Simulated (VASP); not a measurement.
# ZnSe (Stilleite) (F-43m) in VASP: a series of runs

ZnSe (Stilleite) is run at these levels: PBEsol; tasks: single point.

Program: VASP 6.6.1. These are calculated values, not measurements. Logs are shortened: lines on timing, memory, paths and dates and some standing lists are left out, and cuts for length are marked.

## Step 1: The cell of the first run

The structure is cubic, space group F-43m (No. 216). The conventional cell has a = 5.230 Å, b = 5.230 Å, c = 5.230 Å, α = 90.00°, β = 90.00°, γ = 90.00°. Zn (site symmetry -43m) has 4 Se at 2.26 Å within 3.0 Å. Se (site symmetry -43m) has 4 Zn at 2.26 Å within 3.0 Å.

## Step 2: Single point, PBEsol (volume scaled by 0.800)

The input, INCAR:

```
PREC = Accurate ; ENCUT = 520
EDIFF = 1E-6 ; ISMEAR = 0
SIGMA = 0.05 ; LREAL = F
LASPH = T ; NELM = 60
ALGO = Normal ; ISIF = 2
LWAVE = F ; LCHARG = F
GGA = PS ; NBANDS = 16
```

The input, KPOINTS:

```
Automatic mesh
0
Gamma
  8 8 8
```

The input, POSCAR:

```
ZnSe
1.0
    0.0000000000      2.6148208097      2.6148208097
    2.6148208097      0.0000000000      2.6148208097
    2.6148208097      2.6148208097      0.0000000000
Zn Se
1 1
Direct
    0.0000000000      0.0000000000      0.0000000000
    0.2500000000      0.2500000000      0.2500000000
```

Potentials or basis: VASP PAW PBE potentials, release 64 (Zn, Se).

The run is started by

```
$ cat potpaw_PBE.64/Zn/POTCAR potpaw_PBE.64/Se/POTCAR > POTCAR
$ mpirun -np 1 vasp_std > vasp.out
```

OUTCAR:

```text
PREC = Accurate
   ENCUT = 520
   EDIFF = 1E-6
   ISMEAR = 0
   LREAL = F
   LASPH = T
   NELM = 60
   ISIF = 2
   GGA = PS

 ion  position               nearest neighbor table
   1  0.000  0.000  0.000-   2 2.26   2 2.26   2 2.26   2 2.26
   2  0.250  0.250  0.250-   1 2.26   1 2.26   1 2.26   1 2.26

  LATTYP: Found a face centered cubic cell.
 ALAT       =     5.2296416194

  Lattice vectors:

 A1 = (   0.0000000000,   2.6148208097,   2.6148208097)
 A2 = (   2.6148208097,   0.0000000000,   2.6148208097)
 A3 = (   2.6148208097,   2.6148208097,   0.0000000000)

Analysis of symmetry for initial positions (statically):
=====================================================================
 Subroutine PRICEL returns:
 Original cell was already a primitive cell.

 Routine SETGRP: Setting up the symmetry group for a
 face centered cubic supercell.

 Subroutine GETGRP returns: Found 24 space group operations
 (whereof 24 operations were pure point group operations)
 out of a pool of 48 trial point group operations.

The static configuration has the point symmetry T_d .

Analysis of symmetry for dynamics (positions and initial velocities):
=====================================================================
 Subroutine PRICEL returns:
 Original cell was already a primitive cell.

 Routine SETGRP: Setting up the symmetry group for a
 face centered cubic supercell.

 Subroutine GETGRP returns: Found 24 space group operations
 (whereof 24 operations were pure point group operations)
 out of a pool of 48 trial point group operations.

The dynamic configuration has the point symmetry T_d .

 Subroutine INISYM returns: Found 24 space group operations
 (whereof 24 operations are pure point group operations),
 and found     1 'primitive' translations

----------------------------------------------------------------------------------------

                                     Primitive cell

  volume of cell :      35.7566

  direct lattice vectors                    reciprocal lattice vectors
     0.000000000  2.614820810  2.614820810    -0.191217692  0.191217692  0.191217692
     2.614820810  0.000000000  2.614820810     0.191217692 -0.191217692  0.191217692
     2.614820810  2.614820810  0.000000000     0.191217692  0.191217692 -0.191217692

  length of vectors
[... 74 lines left out ...]
   ISTART =      0    job   : 0-new  1-cont  2-samecut
   ICHARG =      2    charge: 1-file 2-atom 10-const
   ISPIN  =      1    spin polarized calculation?
   LNONCOLLINEAR =      F non collinear calculations
   LSORBIT =      F    spin-orbit coupling
   LASPH  =      T    aspherical Exc in radial PAW
   ENCUT  =  520.0 eV  38.22 Ry    6.18 a.u.   6.88  6.88  6.88*2*pi/ulx,y,z
   NELM   =     60;   NELMIN=  2; NELMDL= -5     # of ELM steps
   EDIFF  = 0.1E-05   stopping-criterion for ELM
   LREAL  =      F    real-space projection
   EDIFFG = 0.1E-04   stopping-criterion for IOM
   NSW    =      0    number of steps for IOM
   IBRION =     -1    ionic relax: 0-MD 1-quasi-New 2-CG
   NFREE  =      0    steps in history (QN), initial steepest desc. (CG)
   ISIF   =      2    stress and relaxation
   ISYM   =      2    0-nonsym 1-usesym 2-fastsym
   POTIM  = 0.5000    time-step for ionic-motion
   TEBEG  =    0.0;   TEEND  =   0.0 temperature during run
   PSTRESS=    0.0 pullay stress
   NELECT =      18.0000    total number of electrons
   NUPDOWN=      -1.0000    fix difference up-down
   EMIN   =  10.00;   EMAX   =-10.00  energy-range for DOS
   EFERMI =   0.00;   METHOD = LEGACY
   ISMEAR =     0;   SIGMA  =   0.05  broadening in eV -4-tet -1-fermi 0-gaus
   EFERMI_NEDOS =   21; number of points for ismear=-14 and -15
   IALGO  =     38    algorithm
   IMIX   =      4    mixing-type and parameters
     AMIX     =   0.40;   BMIX     =  1.00
     AMIX_MAG =   1.60;   BMIX_MAG =  1.00
  volume/ion in A,a.u.               =      17.88       120.65
  Fermi-wavevector in a.u.,A,eV,Ry     =   1.302308  2.461005 23.075567  1.696006
  Thomas-Fermi vector in A             =   2.433385
   LORBIT       =      0    0 simple, 1 ext, 2 COOP (PROOUT), +10 PAW based schemes
   GGA     = PS    functional components
   LHFCALC =     F    Hartree Fock is set to
   AEXX    =    0.0000 exact exchange contribution
   IVDW    =     0    specifies the selected vdW correction
   LEPSILON=     F    determine dielectric tensor
   LRPA    =     F    only Hartree local field effects (RPA)
 non-spin polarized calculation
 Gauss-broadening in eV      SIGMA  =   0.05
  energy-cutoff  :      520.00
  volume of cell :       35.76
 maximum number of plane-waves:       982
   NGX = 13   NGY = 13   NGZ = 13

 number of electron      17.9999988 magnetization

 Free energy of the ion-electron system (eV)
  ---------------------------------------------------
  ext. energy  EPLUGINS =         0.00000000
  ---------------------------------------------------
  free energy    TOTEN  =        -6.20167428 eV

  energy without entropy =       -6.20167428  energy(sigma->0) =       -6.20167428

 E-fermi :   4.1553     XC(G=0): -10.6673

 val. band max:        3.8882514419   @ k =   0.0000   0.0000   0.0000
 cond. band min:       6.0660804946   @ k =   0.5000   0.5000   0.0000
 fundamental gap:      2.1778290527
 Fermi energy:         4.1553435907

 k-point     1 :       0.0000    0.0000    0.0000
  band No.  band energies     occupation
      1     -11.2860      2.00000
      2      -3.8887      2.00000
      3      -3.8887      2.00000
      4      -3.8887      2.00000
      5      -3.2613      2.00000
      6      -3.2613      2.00000
[... 433 lines left out ...]
      3      -3.6739      2.00000
      4      -3.3830      2.00000
      5      -3.2568      2.00000
      6      -2.9349      2.00000
[... 8 lines left out ...]
     15      17.2722      0.00000
     16      18.5839      0.00000

 [... further k-points ...]
[... 5 lines left out ...]
  --------------------------------------------------------------------------------------
  -------------------------------------------------------------------------------------
  Total        5.5169980      5.5169980      5.5169980      0.0000000     -0.0000000      0.0000000
  in kB      247.2052076    247.2052076    247.2052076      0.0000000     -0.0000000      0.0000000
  external PRESSURE =     247.2052076 kB  Pullay stress =       0.0000000 kB

 VOLUME and BASIS-vectors are now :
 -----------------------------------------------------------------------------
  energy-cutoff  :      520.00
  volume of cell :       35.76
      direct lattice vectors                 reciprocal lattice vectors
     0.000000000  2.614820810  2.614820810    -0.191217692  0.191217692  0.191217692
     2.614820810  0.000000000  2.614820810     0.191217692 -0.191217692  0.191217692
     2.614820810  2.614820810  0.000000000     0.191217692  0.191217692 -0.191217692

 POSITION                                       TOTAL-FORCE (eV/Angst)
 -----------------------------------------------------------------------------------
      0.00000      0.00000      0.00000         0.000000      0.000000      0.000000
      1.30741      1.30741      1.30741        -0.000000     -0.000000     -0.000000
 -----------------------------------------------------------------------------------
    total drift:                                0.000002      0.000002      0.000003

  FREE ENERGIE OF THE ION-ELECTRON SYSTEM (eV)
  ---------------------------------------------------
  free  energy   TOTEN  =        -6.2016742805 eV

  energy  without entropy=       -6.2016742805  energy(sigma->0) =       -6.20167428
```

OSZICAR:

```text
N       E                     dE             d eps       ncg     rms          rms(c)
DAV:   1     0.865674086540E+02    0.86567E+02   -0.90646E+03   928   0.140E+03
DAV:   2    -0.148465676640E+01   -0.88052E+02   -0.83585E+02  1008   0.261E+02
DAV:   3    -0.652427074885E+01   -0.50396E+01   -0.50178E+01  1144   0.603E+01
DAV:   4    -0.656034371814E+01   -0.36073E-01   -0.36069E-01  1072   0.536E+00
DAV:   5    -0.656048925747E+01   -0.14554E-03   -0.14554E-03  1208   0.325E-01    0.767E+00
DAV:   6    -0.623837073700E+01    0.32212E+00   -0.71388E-01  1216   0.321E+01    0.560E+00
DAV:   7    -0.620656833530E+01    0.31802E-01   -0.22240E-01  1152   0.537E+00    0.239E+00
DAV:   8    -0.620209426306E+01    0.44741E-02   -0.74391E-03  1416   0.143E+00    0.493E-01
DAV:   9    -0.620166624272E+01    0.42802E-03   -0.14283E-03  1128   0.431E-01    0.617E-02
DAV:  10    -0.620166016211E+01    0.60806E-05   -0.19121E-04  1256   0.176E-01    0.397E-02
DAV:  11    -0.620167360969E+01   -0.13448E-04   -0.17777E-05  1080   0.337E-02    0.108E-02
DAV:  12    -0.620167428055E+01   -0.67086E-06   -0.64483E-07   944   0.104E-02
   1 F= -.62016743E+01 E0= -.62016743E+01  d E =-.669119E-16
```

Run time: 12 s. Hardware: 1 thread of Intel Xeon Platinum 8488C (Sapphire Rapids), shared host; peak memory 0.16 GiB.

Results:

| Property | Result |
| --- | --- |
| Free energy | -6.2017 eV |
| Pressure | 24.7 GPa |
| Band gap on the k mesh | 2.18 eV, indirect (least direct gap 2.22 eV) |

Caveat: the PAW data sets were made with another functional, which shifts forces and pressure a little. A k mesh can miss the band edges.

## Step 3: Single point, PBEsol (volume scaled by 0.840)

The input, INCAR:

```
SYSTEM = ZnSe
  ALGO = Normal
  EDIFF = 1E-6
  ENCUT = 520
  GGA = PS
  ISIF = 2
  ISMEAR = 0
  LASPH = .True.
  LCHARG = .False.
  LREAL = .False.
  LWAVE = .False.
  NBANDS = 16
  NELM = 100
  PREC = Accurate
  SIGMA = 0.05
```

The input, KPOINTS:

```
k-points
0
Gamma
  8 8 8
  0 0 0
```

The input, POSCAR:

```
ZnSe
1.0
    0.0000000000      2.6576943447      2.6576943447
    2.6576943447      0.0000000000      2.6576943447
    2.6576943447      2.6576943447      0.0000000000
Zn Se
1 1
Direct
    0.0000000000      0.0000000000      0.0000000000
    0.2500000000      0.2500000000      0.2500000000
```

Potentials or basis: VASP PAW PBE potentials, release 64 (Zn, Se).

The run is started by

```
$ cat potpaw_PBE.64/Zn/POTCAR potpaw_PBE.64/Se/POTCAR > POTCAR
$ mpirun -np 1 vasp_std > vasp.out
```

OUTCAR:

```text
SYSTEM = ZnSe
   EDIFF = 1E-6
   ENCUT = 520
   GGA = PS
   ISIF = 2
   ISMEAR = 0
   LASPH = .True.
   LREAL = .False.
   NELM = 100
   PREC = Accurate

 ion  position               nearest neighbor table
   1  0.000  0.000  0.000-   2 2.30   2 2.30   2 2.30   2 2.30
   2  0.250  0.250  0.250-   1 2.30   1 2.30   1 2.30   1 2.30

  LATTYP: Found a face centered cubic cell.
 ALAT       =     5.3153886894

  Lattice vectors:

 A1 = (   0.0000000000,   2.6576943447,   2.6576943447)
 A2 = (   2.6576943447,   0.0000000000,   2.6576943447)
 A3 = (   2.6576943447,   2.6576943447,   0.0000000000)

Analysis of symmetry for initial positions (statically):
=====================================================================
 Subroutine PRICEL returns:
 Original cell was already a primitive cell.

 Routine SETGRP: Setting up the symmetry group for a
 face centered cubic supercell.

 Subroutine GETGRP returns: Found 24 space group operations
 (whereof 24 operations were pure point group operations)
 out of a pool of 48 trial point group operations.

The static configuration has the point symmetry T_d .

Analysis of symmetry for dynamics (positions and initial velocities):
=====================================================================
 Subroutine PRICEL returns:
 Original cell was already a primitive cell.

 Routine SETGRP: Setting up the symmetry group for a
 face centered cubic supercell.

 Subroutine GETGRP returns: Found 24 space group operations
 (whereof 24 operations were pure point group operations)
 out of a pool of 48 trial point group operations.

The dynamic configuration has the point symmetry T_d .

 Subroutine INISYM returns: Found 24 space group operations
 (whereof 24 operations are pure point group operations),
 and found     1 'primitive' translations
[... 103 lines left out ...]
   POTIM  = 0.5000    time-step for ionic-motion
   TEBEG  =    0.0;   TEEND  =   0.0 temperature during run
   PSTRESS=    0.0 pullay stress
   NELECT =      18.0000    total number of electrons
   NUPDOWN=      -1.0000    fix difference up-down
   EMIN   =  10.00;   EMAX   =-10.00  energy-range for DOS
   EFERMI =   0.00;   METHOD = LEGACY
   ISMEAR =     0;   SIGMA  =   0.05  broadening in eV -4-tet -1-fermi 0-gaus
   EFERMI_NEDOS =   21; number of points for ismear=-14 and -15
   IALGO  =     38    algorithm
   IMIX   =      4    mixing-type and parameters
     AMIX     =   0.40;   BMIX     =  1.00
     AMIX_MAG =   1.60;   BMIX_MAG =  1.00
  volume/ion in A,a.u.               =      18.77       126.68
  Fermi-wavevector in a.u.,A,eV,Ry     =   1.281299  2.421305 22.337069  1.641728
  Thomas-Fermi vector in A             =   2.413677
   LORBIT       =      0    0 simple, 1 ext, 2 COOP (PROOUT), +10 PAW based schemes
   GGA     = PS    functional components
   LHFCALC =     F    Hartree Fock is set to
   AEXX    =    0.0000 exact exchange contribution
   IVDW    =     0    specifies the selected vdW correction
   LEPSILON=     F    determine dielectric tensor
   LRPA    =     F    only Hartree local field effects (RPA)
 non-spin polarized calculation
 Gauss-broadening in eV      SIGMA  =   0.05
  energy-cutoff  :      520.00
  volume of cell :       37.54
 maximum number of plane-waves:      1036
   NGX = 13   NGY = 13   NGZ = 13

 number of electron      18.0000018 magnetization

 Free energy of the ion-electron system (eV)
  ---------------------------------------------------
  ext. energy  EPLUGINS =         0.00000000
  ---------------------------------------------------
  free energy    TOTEN  =        -6.43535794 eV

  energy without entropy =       -6.43535794  energy(sigma->0) =       -6.43535794

 E-fermi :   3.6309     XC(G=0): -10.4294

 val. band max:        3.3456185550   @ k =   0.0000   0.0000   0.0000
 cond. band min:       5.3368896177   @ k =   0.0000   0.0000   0.0000
 fundamental gap:      1.9912710627
 Fermi energy:         3.6309347046

 k-point     1 :       0.0000    0.0000    0.0000
  band No.  band energies     occupation
      1     -11.3908      2.00000
      2      -4.1289      2.00000
      3      -4.1289      2.00000
      4      -4.1289      2.00000
      5      -3.5587      2.00000
      6      -3.5587      2.00000
[... 433 lines left out ...]
      3      -3.9283      2.00000
      4      -3.6516      2.00000
      5      -3.5534      2.00000
      6      -3.2546      2.00000
[... 8 lines left out ...]
     15      16.5941      0.00000
     16      17.7733      0.00000

 [... further k-points ...]
[... 5 lines left out ...]
  --------------------------------------------------------------------------------------
  -------------------------------------------------------------------------------------
  Total        4.0703185      4.0703185      4.0703185      0.0000000      0.0000000      0.0000000
  in kB      173.6976267    173.6976267    173.6976267      0.0000000      0.0000000      0.0000000
  external PRESSURE =     173.6976267 kB  Pullay stress =       0.0000000 kB

 VOLUME and BASIS-vectors are now :
 -----------------------------------------------------------------------------
  energy-cutoff  :      520.00
  volume of cell :       37.54
      direct lattice vectors                 reciprocal lattice vectors
     0.000000000  2.657694345  2.657694345    -0.188132996  0.188132996  0.188132996
     2.657694345  0.000000000  2.657694345     0.188132996 -0.188132996  0.188132996
     2.657694345  2.657694345  0.000000000     0.188132996  0.188132996 -0.188132996

 POSITION                                       TOTAL-FORCE (eV/Angst)
 -----------------------------------------------------------------------------------
      0.00000      0.00000      0.00000        -0.000000     -0.000000     -0.000000
      1.32885      1.32885      1.32885         0.000000      0.000000      0.000000
 -----------------------------------------------------------------------------------
    total drift:                                0.000003      0.000003      0.000002

  FREE ENERGIE OF THE ION-ELECTRON SYSTEM (eV)
  ---------------------------------------------------
  free  energy   TOTEN  =        -6.4353579425 eV

  energy  without entropy=       -6.4353579425  energy(sigma->0) =       -6.43535794
```

Wall time 13 s (1 thread of Intel Xeon Platinum 8488C (Sapphire Rapids), shared host); peak memory 0.16 GiB.

Results:

| Property | Result |
| --- | --- |
| Free energy | -6.4354 eV |
| Pressure | 17.4 GPa |
| Band gap on the k mesh | 1.99 eV, direct |

Caveat: the PAW data sets were made with another functional, which shifts forces and pressure a little. A k mesh can miss the band edges.

(Continued in part 2 of 2.)
